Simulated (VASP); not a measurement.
## CoO: single point with PBEsol+D3(BJ)

The system is CoO.

```
Co O
1.0
    -1.50368    1.50368    2.12457
     1.50368   -1.50368    2.12457
     1.50368    1.50368   -2.12457
Co O
1 1
Direct
  0.00000 0.00000 0.00000
  0.50000 0.50000 0.00000
```

```json
{
  "Program": "VASP 6.6.1",
  "Task": "single point",
  "Functional": "PBEsol",
  "Dispersion": "D3(BJ)",
  "Potentials or basis": "VASP PAW PBE potentials, release 64 (Co, O)",
  "Cutoff": "520 eV",
  "k mesh": "12 × 12 × 12",
  "Occupations": "fermi-dirac, width 0.05 eV",
  "Spin": "collinear spin, ferromagnetic start",
  "Starting moments": "[2.0, 0.0] μB",
  "Dipole correction": "no",
  "Further INCAR settings": "ALGO = Normal; EDIFF = 1e-06; NBANDS = 18"
}
```

The pressure is 0.5 GPa and the net moment is 2.93 μB per cell. The site moments are Co +2.56; O +0.32 μB, the valence electrons inside the program's atomic spheres are Co 7.81; O 4.95 and the dispersion energy per atom is -0.217 eV.

Levels at points of the mesh, in eV from the Fermi level:
Spin up:
```tsv
k point	band 6	band 7	band 8	band 9	band 10	band 11	band 12	band 13
(0.00, 0.00, 0.00)	-3.25	-3.15	-3.15	-3.15	0.87	16.59	17.95	17.95
(0.50, 0.00, 0.00)	-2.41	-1.86	0.08	0.09	4.86	9.24	13.24	13.27
(0.50, 0.50, 0.00)	-2.93	-2.41	-2.12	-2.12	5.72	9.66	11.48	15.61
(0.50, 0.50, 0.50)	-2.93	-2.41	-2.12	-2.12	5.72	9.67	11.47	15.60
```
Spin down:
| k point | band 2 | band 3 | band 4 | band 5 | band 6 | band 7 | band 8 | band 9 | band 10 | band 11 |
| --- | --- | --- | --- | --- | --- | --- | --- | --- | --- | --- |
| (0.00, 0.00, 0.00) | -2.64 | -2.63 | -2.63 | -1.12 | -1.12 | -1.11 | -0.14 | -0.14 | 1.43 | 16.53 |
| (0.50, 0.00, 0.00) | -7.74 | -4.76 | -4.76 | -0.12 | -0.12 | 0.19 | 2.57 | 2.58 | 5.17 | 10.05 |
| (0.50, 0.50, 0.00) | -6.54 | -3.92 | -3.91 | -2.28 | 0.15 | 0.15 | 0.33 | 0.82 | 6.56 | 10.16 |
| (0.50, 0.50, 0.50) | -6.54 | -3.91 | -3.91 | -2.28 | 0.15 | 0.15 | 0.34 | 0.82 | 6.56 | 10.17 |

It took 2.2 min on 1 thread of Intel Xeon 8259CL (shared host), peak memory 0.22 GiB.

Caveat: three body term missing; the PAW data sets were made with another functional, which shifts forces and pressure a little; a cell with one magnetic atom can't hold antiferromagnetic order, which such compounds often take; semilocal functionals often make such compounds metallic where correlation or magnetic order opens a gap, which also shifts bond lengths. With open d or f shells a metallic result of PBEsol can be an artefact of self-interaction; +U or a hybrid may open a gap.
